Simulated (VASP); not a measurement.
Be2Cd2S:

```
CELL_PARAMETERS angstrom
-2.64839 2.64839 3.15309
2.64839 -2.64839 3.15309
2.64839 2.64839 -3.15309
ATOMIC_POSITIONS crystal
Be 0.67600 0.67600 0.00000
Be 0.32400 0.32400 0.00000
Cd 0.50000 0.00000 0.50000
Cd 0.00000 0.50000 0.50000
S 0.00000 0.00000 0.00000
```

- Program: VASP 6.6.1
- Task: relaxation of cell and atoms
- Functional: PBE
- Potentials or basis: VASP PAW PBE potentials, release 64 (Be, Cd, S)
- Cutoff: 600 eV
- k mesh: 4 × 4 × 4
- Occupations: gaussian, width 0.1 eV
- Spin: no spin polarisation

At the start: pressure 0.6 GPa; volume 17.69 Å³/atom.

Question: How do energy, volume and symmetry change on relaxing?

Answer: Over 6 steps the energy falls by 87.0 meV/atom and the volume is 18.62 Å³/atom (+5.2 %); space group I4/mmm (No. 139, to 0.05 Å).

Step by step:
| step | energy change (eV) | largest force (eV/Å) | pressure (GPa) | volume (Å³) |
| --- | --- | --- | --- | --- |
| 1 | 0.0000 | 0.2409 | 0.64 | 88.46 |
| 2 | -0.3933 | 0.3657 | 1.99 | 89.10 |
| 3 | -0.4008 | 0.4039 | 2.46 | 89.15 |
| 4 | -0.4333 | 0.1702 | -0.08 | 92.95 |
| 5 | -0.4336 | 0.1212 | 0.13 | 92.60 |
| 6 | -0.4352 | 0.0246 | 0.03 | 93.10 |

Final structure:
```
CELL_PARAMETERS angstrom
-2.80572 2.80572 2.95657
2.80572 -2.80572 2.95657
2.80572 2.80572 -2.95657
ATOMIC_POSITIONS crystal
Be 0.67129 0.67129 0.00000
Be 0.32871 0.32871 0.00000
Cd 0.50000 0.00000 0.50000
Cd 0.00000 0.50000 0.50000
S 0.00000 0.00000 0.00000
```

Caveat: the k points lie up to 0.40 Å⁻¹ apart in the final cell.
